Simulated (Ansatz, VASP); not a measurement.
# One calculation of BeCd3Te4, two programs

```xyz
16
Lattice="0.0000 0.0006 -7.3845 0.0024 -7.7614 0.0006 -9.0041 0.0025 0.0011" Properties=species:S:1:pos:R:3 pbc="T T T"
Be   -4.4994   -6.4248   -3.7240
Be   -0.0012   -1.3341   -0.0307
Cd   -2.2273   -5.2093   -7.3696
Cd   -6.7652   -5.2082   -7.3674
Cd    0.0029   -6.5797   -3.7002
Cd   -6.7346   -2.5473   -3.6783
Cd   -2.2717   -2.5511   -3.6754
Cd   -4.5059   -1.1811   -0.0104
Te    0.0051   -6.7714   -0.8432
Te   -4.4975   -6.3762   -1.2510
Te   -6.5513   -5.2761   -4.5197
Te   -2.4467   -5.2781   -4.5211
Te   -4.5019   -0.9878   -4.5369
Te   -0.0018   -1.3838   -4.9427
Te   -2.0539   -2.4819   -0.8278
Te   -6.9552   -2.4818   -0.8295
```

Change from the starting cell: cell x1, atoms moved at random (sigma 0.15 Å) and cell strained at random (1.5 %), then relaxed without symmetry.

Alike in both runs: functional PBE; k mesh 2 × 2 × 2; occupations gaussian, width 0.1 eV; no spin polarisation.

Ansatz relaxed the structure, and its values are those at the end. VASP's run is a single point on that final structure, the one shown.

```csv
,VASP,Ansatz
version,VASP 6.6.1,Ansatz 0.2.0
potentials or method,"VASP PAW PBE potentials, release 64 (Be, Cd, Te), cutoff 600 eV","scalar-relativistic, plane waves, PAW"
valence electrons in the cell,124,252
```

```tsv
	VASP	Ansatz	Ansatz less VASP
gap on the k mesh at the Fermi level (eV)	1.09	1.09	+0.001
least direct gap on the mesh (eV)	1.09	1.09	+0.001
pressure (GPa)	0.1	0.0	-0.08
rms of the force components (eV/Å)	0.003	0.002	-0.0013
```

With one functional, cell and mesh, what is left measures potentials, basis and numerics. VASP's potentials hold 124 valence electrons a cell and Ansatz's 252, so a difference there can come from the potentials and not from the codes.

The k mesh is coarse, so the values compare programs but aren't converged. Spin-orbit coupling is off throughout.
